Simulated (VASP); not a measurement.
# Ti20Si in VASP: single point with PBE+D3(BJ)

Aim: the single point of Ti20Si with PBE+D3(BJ).

Everything below comes from runs of VASP 6.6.1. Logs are shortened: lines on timing, memory, paths and dates and some standing lists are left out, and cuts for length are marked.

## (1) The cell of the first run

The cell holds a slab with vacuum, 21 atoms: a = 5.772 Å, b = 5.772 Å, c = 26.514 Å, α = 90.00°, β = 90.00°, γ = 120.00°.

## (2) Single point, PBE+D3(BJ)

Contents of INCAR:

```
SYSTEM = Ti20Si
  PREC = Accurate
  ENCUT = 520
  EDIFF = 1E-7
  ISMEAR = 0
  SIGMA = 0.1
  LREAL = Auto
  LASPH = .TRUE.
  NELM = 60
  ALGO = Normal
  ISIF = 2
  LWAVE = .FALSE.
  LCHARG = .FALSE.
  LDIPOL = .TRUE.
  IDIPOL = 3
  DIPOL = 0.5 0.5 0.338
  GGA = PE
  IVDW = 12
  NBANDS = 138
```

Contents of KPOINTS:

```
Automatic mesh
0
G
  6 6 1
  0 0 0
```

Contents of POSCAR:

```
Ti20Si
1.0
    5.7723543927      0.0000000000      0.0000000000
   -2.8861771964      4.9990055437      0.0000000000
    0.0000000000      0.0000000000     26.5136816007
Ti Si
20 1
Direct
    0.3333333333      0.1666666667      0.1508655064
    0.3333333333      0.6666666667      0.1508655064
    0.8333333333      0.1666666667      0.1508655064
    0.8333333333      0.6666666667      0.1508655064
    0.1666666667      0.3333333333      0.2371222810
    0.1666666667      0.8333333333      0.2371222810
    0.6666666667      0.3333333333      0.2371222810
    0.6666666667      0.8333333333      0.2371222810
    0.3333333333      0.1666666667      0.3246428138
    0.3333333333      0.6666666667      0.3246428138
    0.8333333333      0.1666666667      0.3246428138
    0.8333333333      0.6666666667      0.3246428138
    0.1666666667      0.3333333333      0.4130984878
    0.1666666667      0.8333333333      0.4130984878
    0.6666666667      0.3333333333      0.4130984878
    0.6666666667      0.8333333333      0.4130984878
    0.3333333333      0.1666666667      0.4946005537
    0.3333333333      0.6666666667      0.4946005537
    0.8333333333      0.1666666667      0.4946005537
    0.8333333333      0.6666666667      0.4946005537
    0.5000000000      0.5000000000      0.6115213211
```

Potentials or basis: VASP PAW PBE potentials, release 64 (Ti_sv, Si).

On the command line:

```sh
> cat potpaw_PBE.64/Ti_sv/POTCAR potpaw_PBE.64/Si/POTCAR > POTCAR
> mpirun -np 1 vasp_std > vasp.out
```

OUTCAR:

```text
SYSTEM = Ti20Si
   PREC = Accurate
   ENCUT = 520
   EDIFF = 1E-7
   ISMEAR = 0
   LREAL = Auto
   LASPH = .TRUE.
   NELM = 60
   ISIF = 2
   GGA = PE
   IVDW = 12
 IVDW          = 12

 ion  position               nearest neighbor table
   1  0.333  0.167  0.151-   5 2.83   7 2.83   6 2.83   4 2.89   4 2.89   3 2.89   3 2.89   2 2.89
                             2 2.89
   2  0.333  0.667  0.151-   6 2.83   8 2.83   5 2.83   3 2.89   3 2.89   4 2.89   4 2.89   1 2.89
                             1 2.89
   3  0.833  0.167  0.151-   7 2.83   5 2.83   8 2.83   2 2.89   2 2.89   1 2.89   1 2.89   4 2.89
                             4 2.89
   4  0.833  0.667  0.151-   8 2.83   6 2.83   7 2.83   1 2.89   1 2.89   2 2.89   2 2.89   3 2.89
                             3 2.89
   5  0.167  0.333  0.237-   1 2.83   3 2.83   2 2.83   9 2.86  11 2.86  10 2.86   8 2.89   8 2.89
                             7 2.89   7 2.89   6 2.89   6 2.89
   6  0.167  0.833  0.237-   2 2.83   4 2.83   1 2.83  10 2.86  12 2.86   9 2.86   7 2.89   7 2.89
                             8 2.89   8 2.89   5 2.89   5 2.89
   7  0.667  0.333  0.237-   3 2.83   1 2.83   4 2.83  11 2.86   9 2.86  12 2.86   6 2.89   6 2.89
                             5 2.89   5 2.89   8 2.89   8 2.89
   8  0.667  0.833  0.237-   4 2.83   2 2.83   3 2.83  12 2.86  10 2.86  11 2.86   5 2.89   5 2.89
                             6 2.89   6 2.89   7 2.89   7 2.89
   9  0.333  0.167  0.325-   5 2.86   7 2.86   6 2.86  13 2.88  15 2.88  14 2.88  12 2.89  12 2.89
[... 8 lines left out ...]
                            15 2.89  15 2.89  14 2.89  14 2.89
  14  0.167  0.833  0.413-  18 2.73  20 2.73  17 2.73  10 2.88  12 2.88   9 2.88  15 2.89  15 2.89
                            16 2.89  16 2.89  13 2.89  13 2.89
  15  0.667  0.333  0.413-  19 2.73  17 2.73  20 2.73  11 2.88   9 2.88  12 2.88  14 2.89  14 2.89
                            13 2.89  13 2.89  16 2.89  16 2.89
  16  0.667  0.833  0.413-  20 2.73  18 2.73  19 2.73  12 2.88  10 2.88  11 2.88  13 2.89  13 2.89
                            14 2.89  14 2.89  15 2.89  15 2.89
  17  0.333  0.167  0.495-  13 2.73  15 2.73  14 2.73  20 2.89  20 2.89  19 2.89  19 2.89  18 2.89
                            18 2.89
  18  0.333  0.667  0.495-  14 2.73  16 2.73  13 2.73  19 2.89  19 2.89  20 2.89  20 2.89  17 2.89
                            17 2.89
  19  0.833  0.167  0.495-  15 2.73  13 2.73  16 2.73  18 2.89  18 2.89  17 2.89  17 2.89  20 2.89
                            20 2.89
  20  0.833  0.667  0.495-  16 2.73  14 2.73  15 2.73  17 2.89  17 2.89  18 2.89  18 2.89  19 2.89
                            19 2.89
  21  0.500  0.500  0.612-

  LATTYP: Found a hexagonal cell.
 ALAT       =     5.7723543927
 C/A-ratio  =     4.5932179137

  Lattice vectors:

 A1 = (   5.7723543927,   0.0000000000,   0.0000000000)
 A2 = (  -2.8861771964,   4.9990055437,   0.0000000000)
 A3 = (   0.0000000000,   0.0000000000,  26.5136816007)

Analysis of symmetry for initial positions (statically):
=====================================================================
 Subroutine PRICEL returns:
 Original cell was already a primitive cell.

 Routine SETGRP: Setting up the symmetry group for a
 hexagonal supercell.

 Subroutine GETGRP returns: Found  6 space group operations
 (whereof  2 operations were pure point group operations)
 out of a pool of 24 trial point group operations.

The static configuration has the point symmetry C_1h.
 The point group associated with its full space group is C_3v.

Analysis of symmetry for dynamics (positions and initial velocities):
=====================================================================
 Subroutine PRICEL returns:
 Original cell was already a primitive cell.

 Routine SETGRP: Setting up the symmetry group for a
 hexagonal supercell.

 Subroutine GETGRP returns: Found  6 space group operations
 (whereof  2 operations were pure point group operations)
 out of a pool of 24 trial point group operations.

The dynamic configuration has the point symmetry C_1h.
 The point group associated with its full space group is C_3v.

 Subroutine INISYM returns: Found  6 space group operations
 (whereof  2 operations are pure point group operations),
 and found     1 'primitive' translations

----------------------------------------------------------------------------------------

                                     Primitive cell

  volume of cell :     765.0796
[... 67 lines left out ...]
     0.028873256  0.016669982  0.000000000     0.166666667 -0.000000000  0.000000000
     0.000000000  0.033339964  0.000000000     0.000000000  0.166666667  0.000000000
     0.000000000  0.000000000  0.037716377     0.000000000  0.000000000  1.000000000

  Length of vectors
     0.033339964  0.033339964  0.037716377

  Shift w.r.t. Gamma in fractional coordinates (k-lattice)
     0.000000000  0.000000000  0.000000000

 Subroutine IBZKPT returns following result:
 ===========================================

 Found      7 irreducible k-points:

 Following reciprocal coordinates:
            Coordinates               Weight
  0.000000  0.000000  0.000000      1.000000
  0.166667  0.000000  0.000000      6.000000
  0.333333 -0.000000  0.000000      6.000000
  0.500000  0.000000  0.000000      3.000000
  0.166667  0.166667  0.000000      6.000000
  0.333333  0.166667  0.000000     12.000000
  0.333333  0.333333  0.000000      2.000000
   k-points           NKPTS =      7   k-points in BZ     NKDIM =      7   number of bands    NBANDS=    138
   number of dos      NEDOS =    301   number of ions     NIONS =     21
   total plane-waves  NPLWV = 460800
   dimension x,y,z NGX =    48 NGY =   48 NGZ =  200
   dimension x,y,z NGXF=    96 NGYF=   96 NGZF=  400
   ions per type =              20   1
   NGX,Y,Z   is equivalent  to a cutoff of  13.82, 13.82, 12.54 a.u.
   NGXF,Y,Z  is equivalent  to a cutoff of  27.65, 27.65, 25.08 a.u.
 SYSTEM =  Ti20Si
   PREC   = accura    normal or accurate (medium, high low for compatibility)
   ISTART =      0    job   : 0-new  1-cont  2-samecut
   ICHARG =      2    charge: 1-file 2-atom 10-const
   ISPIN  =      1    spin polarized calculation?
   LNONCOLLINEAR =      F non collinear calculations
   LSORBIT =      F    spin-orbit coupling
   LASPH  =      T    aspherical Exc in radial PAW
   ENCUT  =  520.0 eV  38.22 Ry    6.18 a.u.  10.73 10.73 49.30*2*pi/ulx,y,z
   NELM   =     60;   NELMIN=  2; NELMDL= -5     # of ELM steps
   EDIFF  = 0.1E-06   stopping-criterion for ELM
   LREAL  =      T    real-space projection
   EDIFFG = 0.1E-05   stopping-criterion for IOM
   NSW    =      0    number of steps for IOM
   IBRION =     -1    ionic relax: 0-MD 1-quasi-New 2-CG
   NFREE  =      0    steps in history (QN), initial steepest desc. (CG)
   ISIF   =      2    stress and relaxation
   ISYM   =      2    0-nonsym 1-usesym 2-fastsym
   POTIM  = 0.5000    time-step for ionic-motion
   TEBEG  =    0.0;   TEEND  =   0.0 temperature during run
   PSTRESS=    0.0 pullay stress
   NELECT =     244.0000    total number of electrons
   NUPDOWN=      -1.0000    fix difference up-down
   EMIN   =  10.00;   EMAX   =-10.00  energy-range for DOS
   EFERMI =   0.00;   METHOD = LEGACY
   ISMEAR =     0;   SIGMA  =   0.10  broadening in eV -4-tet -1-fermi 0-gaus
   EFERMI_NEDOS =   21; number of points for ismear=-14 and -15
   IALGO  =     38    algorithm
   IMIX   =      4    mixing-type and parameters
     AMIX     =   0.40;   BMIX     =  1.00
     AMIX_MAG =   1.60;   BMIX_MAG =  1.00
  volume/ion in A,a.u.               =      36.43       245.86
  Fermi-wavevector in a.u.,A,eV,Ry     =   1.118500  2.113658 17.021456  1.251042
  Thomas-Fermi vector in A             =   2.255131
   LORBIT       =      0    0 simple, 1 ext, 2 COOP (PROOUT), +10 PAW based schemes
   GGA     = PE    functional components
   LHFCALC =     F    Hartree Fock is set to
   AEXX    =    0.0000 exact exchange contribution
   IVDW    =    12    specifies the selected vdW correction
   LEPSILON=     F    determine dielectric tensor
   LRPA    =     F    only Hartree local field effects (RPA)
 non-spin polarized calculation
 Gauss-broadening in eV      SIGMA  =   0.10
  energy-cutoff  :      520.00
  volume of cell :      765.08
 maximum number of plane-waves:     20667
 NGX is ok and might be reduce to    48
   NGX = 21   NGY = 21   NGZ = 99

 dipolmoment           0.000000      0.000000      0.206769 electrons x Angstroem

 number of electron     243.9999978 magnetization

 dipolmoment           0.000000      0.000000     -0.012694 electrons x Angstroem

 Free energy of the ion-electron system (eV)
  ---------------------------------------------------
  ext. energy  EPLUGINS =         0.00000000
  ---------------------------------------------------
  free energy    TOTEN  =      -152.59941764 eV

  energy without entropy =     -152.43132780  energy(sigma->0) =     -152.51537272

 E-fermi :   1.6734     XC(G=0):  -6.2995

 val. band max:        1.6650522101   @ k =   0.3333  -0.0000   0.0000
 cond. band min:       1.6842670604   @ k =   0.5000   0.0000   0.0000
 fundamental gap:      0.0192148503
 Fermi energy:         1.6733905704

 k-point     1 :       0.0000    0.0000    0.0000
  band No.  band energies     occupation
      1     -55.2491      2.00000
      2     -55.2069      2.00000
      3     -55.1472      2.00000
      4     -55.1472      2.00000
      5     -55.1465      2.00000
      6     -55.1120      2.00000
[... 948 lines left out ...]
    133       1.9668      0.00003
    134       1.9822      0.00001
 [bands above 134 left out]

------------------------ aborting loop because EDIFF is reached ----------------------------------------

 vacuum level on the upper side and lower side of the slab       (xc-potential included)        -0.197        -0.070

 Edisp (eV)  -10.37639

 E8    (eV) :    -5.0342

  FORCE on cell =-STRESS in cart. coord.  units (eV):
  Direction    XX          YY          ZZ          XY          YZ          ZX
  --------------------------------------------------------------------------------------
  -------------------------------------------------------------------------------------
  Total      -5.63693    -5.63693   -11.51531     0.00000     0.00000     0.00000
  in kB     -11.80447   -11.80447   -24.11457     0.00000     0.00000     0.00000
  external pressure =      -15.91 kB  Pullay stress =        0.00 kB

 VOLUME and BASIS-vectors are now :
 -----------------------------------------------------------------------------
  energy-cutoff  :      520.00
  volume of cell :      765.08
      direct lattice vectors                 reciprocal lattice vectors
     5.772354393  0.000000000  0.000000000     0.173239537  0.100019893  0.000000000
    -2.886177196  4.999005544  0.000000000     0.000000000  0.200039786  0.000000000
     0.000000000  0.000000000 26.513681601     0.000000000  0.000000000  0.037716377

 POSITION                                       TOTAL-FORCE (eV/Angst)
 -----------------------------------------------------------------------------------
      1.44309      0.83317      4.00000         0.000000     -0.002849      0.482728
     -0.00000      3.33267      4.00000        -0.002467      0.001424      0.482728
      4.32927      0.83317      4.00000         0.000000      0.000000      0.480115
      2.88618      3.33267      4.00000         0.002467      0.001424      0.482728
      0.00000      1.66634      6.28698         0.002738      0.001581     -0.489383
     -1.44309      4.16584      6.28698        -0.000000      0.000000     -0.472590
[... 13 lines left out ...]
      2.88618      3.33267     13.11368        -0.272979     -0.157604      0.839772
      1.44309      2.49950     16.21368        -0.000000      0.000000     -2.495137
 -----------------------------------------------------------------------------------
    total drift:                                0.000002     -0.000001     -0.117626

  FREE ENERGIE OF THE ION-ELECTRON SYSTEM (eV)
  ---------------------------------------------------
  free  energy   TOTEN  =      -162.9758100382 eV

  energy  without entropy=     -162.8077201988  energy(sigma->0) =     -162.89176512

 vacuum level on the upper side and lower side of the slab         6.008         6.136
```

Run time: 81 min. Hardware: 1 thread of Intel Xeon 8259CL, shared host; peak memory 1.1 GiB.

What came out:

```yaml
Free_energy: -162.9758 eV
Largest_force: 2.495 eV/Å
Band_gap_on_the_k_mesh: zero (bands 122 and 123 overlap by 0.78 eV)
Dispersion_energy_per_atom: -0.494 eV
```

Forces on the atoms (eV/Å):
```
Ti   0.000 -0.003  0.483
Ti  -0.002  0.001  0.483
Ti   0.000  0.000  0.480
Ti   0.002  0.001  0.483
Ti   0.003  0.002 -0.489
Ti   0.000  0.000 -0.473
Ti  -0.003  0.002 -0.489
Ti   0.000 -0.003 -0.489
Ti   0.000  0.019  0.063
Ti   0.016 -0.009  0.063
Ti   0.000  0.000  0.045
Ti  -0.016 -0.009  0.063
Ti  -0.034 -0.020 -0.191
Ti   0.000  0.000 -0.332
Ti   0.034 -0.020 -0.191
Ti   0.000  0.040 -0.191
Ti   0.000  0.315  0.840
Ti   0.273 -0.158  0.840
Ti   0.000  0.000  0.661
Ti  -0.273 -0.158  0.840
Si   0.000  0.000 -2.495
```

Levels at points of the mesh, in eV from the Fermi level:
| k point | band 120 | band 121 | band 122 | band 123 | band 124 | band 125 |
| --- | --- | --- | --- | --- | --- | --- |
| (0.00, 0.00, 0.00) | 0.37 | 0.37 | 0.40 | 0.43 | 0.51 | 0.51 |
| (0.50, 0.00, 0.00) | -0.33 | -0.33 | -0.33 | -0.23 | -0.07 | -0.07 |
